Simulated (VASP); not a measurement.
# La2O3 (P-3m1) in VASP: single point with LDA

Aim: the single point of La2O3 with LDA.

Program: VASP 6.6.1. These are calculated values, not measurements. Logs are shortened: lines on timing, memory, paths and dates and some standing lists are left out, and cuts for length are marked.

### 1 The cell of the first run

The structure is trigonal, space group P-3m1 (No. 164). The conventional cell has a = 3.883 Å, b = 3.883 Å, c = 5.951 Å, α = 90.00°, β = 90.00°, γ = 120.00°. Within 3.1 Å of La (site symmetry 3m) lie 7 O at 2.33 to 2.67 Å. Within 3.1 Å of O (site symmetry 3m) lie 4 La at 2.33 to 2.40 Å and 6 O at 2.84 to 3.07 Å. O (site symmetry -3m) has 6 La at 2.67 Å and 6 O at 3.07 Å within 3.5 Å.

### 2 Single point, LDA

INCAR reads:

```
SYSTEM = La2O3
  PREC = Accurate
  ENCUT = 520
  EDIFF = 1E-7
  ISMEAR = 0
  SIGMA = 0.02
  LREAL = .False.
  LASPH = .True.
  NELM = 100
  ALGO = Normal
  ISIF = 2
  LWAVE = .False.
  LCHARG = .True.
  LELF = .True.
  LVHAR = .True.
  NBANDS = 28
```

KPOINTS reads:

```
regular mesh
0
Gamma
  6 6 4
  0 0 0
```

POSCAR reads:

```
La2O3
1.0
    3.8830125690      0.0000000000      0.0000000000
   -1.9415062845      3.3627875280      0.0000000000
    0.0000000000      0.0000000000      5.9512048956
La O
2 3
Direct
    0.6666666667      0.3333333333      0.7560266773
    0.3333333333      0.6666666667      0.2439733227
    0.6666666667      0.3333333333      0.3534115649
    0.3333333333      0.6666666667      0.6465884351
    0.0000000000      0.0000000000      0.0000000000
```

Potentials or basis: VASP PAW LDA potentials, release 64 (La, O).

Launch:

```console
cat potpaw_LDA.64/La/POTCAR potpaw_LDA.64/O/POTCAR > POTCAR
mpirun -np 1 vasp_std > vasp.out
```

OUTCAR:

```text
SYSTEM = La2O3
   PREC = Accurate
   ENCUT = 520
   EDIFF = 1E-7
   ISMEAR = 0
   LREAL = .False.
   LASPH = .True.
   NELM = 100
   ISIF = 2

 ion  position               nearest neighbor table
   1  0.667  0.333  0.756-   4 2.33   4 2.33   4 2.33   3 2.40   5 2.67   5 2.67   5 2.67   2 3.67
                             2 3.67   2 3.67
   2  0.333  0.667  0.244-   3 2.33   3 2.33   3 2.33   4 2.40   5 2.67   5 2.67   5 2.67   1 3.67
                             1 3.67   1 3.67
   3  0.667  0.333  0.353-   2 2.33   2 2.33   2 2.33   1 2.40
   4  0.333  0.667  0.647-   1 2.33   1 2.33   1 2.33   2 2.40
   5  0.000  0.000  0.000-   1 2.67   2 2.67   1 2.67   2 2.67   1 2.67   2 2.67

  LATTYP: Found a hexagonal cell.
 ALAT       =     3.8830125690
 C/A-ratio  =     1.5326257100

  Lattice vectors:

 A1 = (   3.8830125690,   0.0000000000,   0.0000000000)
 A2 = (  -1.9415062845,   3.3627875280,   0.0000000000)
 A3 = (   0.0000000000,   0.0000000000,   5.9512048956)

Analysis of symmetry for initial positions (statically):
=====================================================================
 Subroutine PRICEL returns:
 Original cell was already a primitive cell.

 Routine SETGRP: Setting up the symmetry group for a
 hexagonal supercell.

 Subroutine GETGRP returns: Found 12 space group operations
 (whereof 12 operations were pure point group operations)
 out of a pool of 24 trial point group operations.

The static configuration has the point symmetry D_3d.

Analysis of symmetry for dynamics (positions and initial velocities):
=====================================================================
 Subroutine PRICEL returns:
 Original cell was already a primitive cell.

 Routine SETGRP: Setting up the symmetry group for a
 hexagonal supercell.

 Subroutine GETGRP returns: Found 12 space group operations
 (whereof 12 operations were pure point group operations)
 out of a pool of 24 trial point group operations.

The dynamic configuration has the point symmetry D_3d.

 Subroutine INISYM returns: Found 12 space group operations
 (whereof 12 operations are pure point group operations),
 and found     1 'primitive' translations

----------------------------------------------------------------------------------------

                                     Primitive cell

  volume of cell :      77.7093

  direct lattice vectors                    reciprocal lattice vectors
     3.883012569  0.000000000  0.000000000     0.257532002  0.148686171  0.000000000
    -1.941506284  3.362787528  0.000000000     0.000000000  0.297372341  0.000000000
     0.000000000  0.000000000  5.951204896     0.000000000  0.000000000  0.168033200

  length of vectors
     3.883012569  3.883012569  5.951204896     0.297372341  0.297372341  0.168033200

  position of ions in fractional coordinates (direct lattice)
     0.666666667  0.333333333  0.756026677
     0.333333333  0.666666667  0.243973323
     0.666666667  0.333333333  0.353411565
     0.333333333  0.666666667  0.646588435
     0.000000000  0.000000000  0.000000000

  ion indices of the primitive-cell ions
   primitive index   ion index
                 1           1
                 2           2
                 3           3
                 4           4
                 5           5

----------------------------------------------------------------------------------------

 KPOINTS: regular mesh

Automatic generation of k-mesh.
 Grid dimensions read from file:
 generate k-points for:    6    6    4

 Generating k-lattice:

  Cartesian coordinates                     Fractional coordinates (reciprocal lattice)
     0.042922000  0.024781028  0.000000000     0.166666667  0.000000000  0.000000000
     0.000000000  0.049562057  0.000000000     0.000000000  0.166666667  0.000000000
     0.000000000  0.000000000  0.042008300     0.000000000  0.000000000  0.250000000

  Length of vectors
     0.049562057  0.049562057  0.042008300

  Shift w.r.t. Gamma in fractional coordinates (k-lattice)
     0.000000000  0.000000000  0.000000000

 Subroutine IBZKPT returns following result:
 ===========================================

 Found     24 irreducible k-points:

 Following reciprocal coordinates:
            Coordinates               Weight
  0.000000  0.000000  0.000000      1.000000
  0.166667 -0.000000  0.000000      6.000000
  0.333333  0.000000  0.000000      6.000000
  0.500000  0.000000  0.000000      3.000000
  0.166667  0.166667  0.000000      6.000000
  0.333333  0.166667  0.000000     12.000000
[... 16 lines left out ...]
  0.333333  0.166667  0.500000     12.000000
  0.333333  0.333333  0.500000      2.000000
   k-points           NKPTS =     24   k-points in BZ     NKDIM =     24   number of bands    NBANDS=     28
   number of dos      NEDOS =    301   number of ions     NIONS =      5
   total plane-waves  NPLWV =  43200
   dimension x,y,z NGX =    30 NGY =   30 NGZ =   48
   dimension x,y,z NGXF=    60 NGYF=   60 NGZF=   96
   ions per type =               2   3
   NGX,Y,Z   is equivalent  to a cutoff of  12.84, 12.84, 13.41 a.u.
   NGXF,Y,Z  is equivalent  to a cutoff of  25.69, 25.69, 26.82 a.u.
 SYSTEM =  La2O3
   PREC   = accura    normal or accurate (medium, high low for compatibility)
   ISTART =      0    job   : 0-new  1-cont  2-samecut
   ICHARG =      2    charge: 1-file 2-atom 10-const
   ISPIN  =      1    spin polarized calculation?
   LNONCOLLINEAR =      F non collinear calculations
   LSORBIT =      F    spin-orbit coupling
   LASPH  =      T    aspherical Exc in radial PAW
   ENCUT  =  520.0 eV  38.22 Ry    6.18 a.u.   7.22  7.22 11.07*2*pi/ulx,y,z
   NELM   =    100;   NELMIN=  2; NELMDL= -5     # of ELM steps
   EDIFF  = 0.1E-06   stopping-criterion for ELM
   LREAL  =      F    real-space projection
   EDIFFG = 0.1E-05   stopping-criterion for IOM
   NSW    =      0    number of steps for IOM
   IBRION =     -1    ionic relax: 0-MD 1-quasi-New 2-CG
   NFREE  =      0    steps in history (QN), initial steepest desc. (CG)
   ISIF   =      2    stress and relaxation
   ISYM   =      2    0-nonsym 1-usesym 2-fastsym
   POTIM  = 0.5000    time-step for ionic-motion
   TEBEG  =    0.0;   TEEND  =   0.0 temperature during run
   PSTRESS=    0.0 pullay stress
   NELECT =      40.0000    total number of electrons
   NUPDOWN=      -1.0000    fix difference up-down
   EMIN   =  10.00;   EMAX   =-10.00  energy-range for DOS
   EFERMI =   0.00;   METHOD = LEGACY
   ISMEAR =     0;   SIGMA  =   0.02  broadening in eV -4-tet -1-fermi 0-gaus
   EFERMI_NEDOS =   21; number of points for ismear=-14 and -15
   IALGO  =     38    algorithm
   IMIX   =      4    mixing-type and parameters
     AMIX     =   0.40;   BMIX     =  1.00
     AMIX_MAG =   1.60;   BMIX_MAG =  1.00
  volume/ion in A,a.u.               =      15.54       104.88
  Fermi-wavevector in a.u.,A,eV,Ry     =   1.312010  2.479339 23.420661  1.721370
  Thomas-Fermi vector in A             =   2.442432
   LORBIT       =      0    0 simple, 1 ext, 2 COOP (PROOUT), +10 PAW based schemes
   GGA     = CA    functional components
   LHFCALC =     F    Hartree Fock is set to
   AEXX    =    0.0000 exact exchange contribution
   IVDW    =     0    specifies the selected vdW correction
   LEPSILON=     F    determine dielectric tensor
   LRPA    =     F    only Hartree local field effects (RPA)
 non-spin polarized calculation
 Gauss-broadening in eV      SIGMA  =   0.02
  energy-cutoff  :      520.00
  volume of cell :       77.71
 maximum number of plane-waves:      2134
 NGX is ok and might be reduce to    30
   NGX = 15   NGY = 15   NGZ = 23

 number of electron      39.9999990 magnetization

 Free energy of the ion-electron system (eV)
  ---------------------------------------------------
  ext. energy  EPLUGINS =         0.00000000
  ---------------------------------------------------
  free energy    TOTEN  =       -45.89762113 eV

  energy without entropy =      -45.89762113  energy(sigma->0) =      -45.89762113

 E-fermi :   6.3726     XC(G=0): -11.1855

 val. band max:        6.2017357334   @ k =   0.5000   0.0000   0.5000
 cond. band min:       9.9337129428   @ k =   0.3333   0.3333   0.0000
 fundamental gap:      3.7319772095
 Fermi energy:         6.3726436683

 k-point     1 :       0.0000    0.0000    0.0000
  band No.  band energies     occupation
      1     -23.3134      2.00000
      2     -22.9822      2.00000
      3     -10.7208      2.00000
      4      -9.2767      2.00000
      5      -8.8531      2.00000
      6      -6.8105      2.00000
[... 20 lines left out ...]
     27      11.6682      0.00000
     28      11.9467      0.00000

 k-point     2 :       0.1667   -0.0000    0.0000
  band No.  band energies     occupation
      1     -23.2549      2.00000
      2     -22.9611      2.00000
      3     -10.6999      2.00000
      4      -9.8072      2.00000
      5      -9.2421      2.00000
      6      -6.9403      2.00000
[... 20 lines left out ...]
     27      11.8105      0.00000
     28      11.9007      0.00000

 k-point     3 :       0.3333    0.0000    0.0000
  band No.  band energies     occupation
      1     -23.1230      2.00000
      2     -22.9299      2.00000
      3     -10.8698      2.00000
      4     -10.6255      2.00000
      5      -9.3312      2.00000
      6      -7.1618      2.00000
[... 20 lines left out ...]
     27      11.7380      0.00000
     28      11.7549      0.00000

 k-point     4 :       0.5000    0.0000    0.0000
  band No.  band energies     occupation
      1     -23.0381      2.00000
      2     -22.9311      2.00000
      3     -11.0128      2.00000
      4     -10.9935      2.00000
      5      -9.0892      2.00000
      6      -7.5662      2.00000
[... 578 lines left out ...]
     27      11.6914      0.00000
     28      11.8252      0.00000

 k-point    23 :       0.3333    0.1667    0.5000
  band No.  band energies     occupation
      1     -22.9894      2.00000
      2     -22.9790      2.00000
      3     -11.1661      2.00000
      4     -10.9464      2.00000
      5      -9.2174      2.00000
      6      -7.2598      2.00000
[... 20 lines left out ...]
     27      11.6923      0.00000
     28      11.7353      0.00000

 k-point    24 :       0.3333    0.3333    0.5000
  band No.  band energies     occupation
      1     -22.9625      2.00000
      2     -22.9625      2.00000
      3     -11.1027      2.00000
      4     -11.1027      2.00000
      5      -9.5352      2.00000
      6      -7.4978      2.00000
[... 20 lines left out ...]
     27      11.6811      0.00000
     28      11.7084      0.00000

------------------------ aborting loop because EDIFF is reached ----------------------------------------

  FORCE on cell =-STRESS in cart. coord.  units (eV):
  Direction    XX          YY          ZZ          XY          YZ          ZX
  --------------------------------------------------------------------------------------
  -------------------------------------------------------------------------------------
  Total       -0.0189285     -0.0189285     -0.0283022     -0.0000000      0.0000000      0.0000000
  in kB       -0.3902596     -0.3902596     -0.5835230     -0.0000000      0.0000000      0.0000000
  external PRESSURE =      -0.4546807 kB  Pullay stress =       0.0000000 kB

 VOLUME and BASIS-vectors are now :
 -----------------------------------------------------------------------------
  energy-cutoff  :      520.00
  volume of cell :       77.71
      direct lattice vectors                 reciprocal lattice vectors
     3.883012569  0.000000000  0.000000000     0.257532002  0.148686171  0.000000000
    -1.941506284  3.362787528  0.000000000     0.000000000  0.297372341  0.000000000
     0.000000000  0.000000000  5.951204896     0.000000000  0.000000000  0.168033200

 POSITION                                       TOTAL-FORCE (eV/Angst)
 -----------------------------------------------------------------------------------
      1.94151      1.12093      4.49927        -0.000000     -0.000000      0.009267
     -0.00000      2.24186      1.45194         0.000000      0.000000     -0.009267
      1.94151      1.12093      2.10322        -0.000000     -0.000000      0.000097
     -0.00000      2.24186      3.84798         0.000000      0.000000     -0.000097
      0.00000      0.00000      0.00000         0.000000      0.000000     -0.000000
 -----------------------------------------------------------------------------------
    total drift:                               -0.000000      0.000000      0.000000

  FREE ENERGIE OF THE ION-ELECTRON SYSTEM (eV)
  ---------------------------------------------------
  free  energy   TOTEN  =       -45.8976211281 eV

  energy  without entropy=      -45.8976211281  energy(sigma->0) =      -45.89762113
```

Wall time 2.3 min (1 thread of Intel Xeon 8259CL, shared host); peak memory 0.2 GiB.

Results:

```yaml
Free_energy: -45.8976 eV
Pressure: 0.0 GPa
Largest_force: 0.009 eV/Å
Band_gap_on_the_k_mesh: 3.73 eV (least direct gap 3.80 eV)
```

Forces in eV/Å, atoms in the order of the input:
```
La   0.000  0.000  0.009
La   0.000  0.000 -0.009
O    0.000  0.000  0.000
O    0.000  0.000  0.000
O    0.000  0.000  0.000
```

Levels at points of the mesh, in eV from the valence-band top:
| k point | band 16 | band 17 | band 18 | band 19 | band 20 | band 21 | band 22 | band 23 | band 24 | band 25 |
| --- | --- | --- | --- | --- | --- | --- | --- | --- | --- | --- |
| (0.00, 0.00, 0.00) | -2.15 | -1.84 | -0.49 | -0.49 | -0.20 | 4.27 | 4.49 | 4.49 | 5.35 | 5.46 |
| (0.50, 0.00, 0.00) | -0.78 | -0.77 | -0.68 | -0.42 | -0.34 | 3.78 | 4.70 | 5.24 | 5.26 | 5.33 |
| (0.00, 0.00, 0.50) | -2.04 | -1.12 | -0.93 | -0.35 | -0.35 | 4.67 | 4.67 | 4.67 | 5.07 | 5.47 |
| (0.50, 0.00, 0.50) | -1.03 | -0.97 | -0.82 | -0.38 | 0.00 | 4.42 | 4.60 | 5.09 | 5.26 | 5.36 |

Caveat: spin-orbit coupling is left out, which moves the levels of the heavy elements.
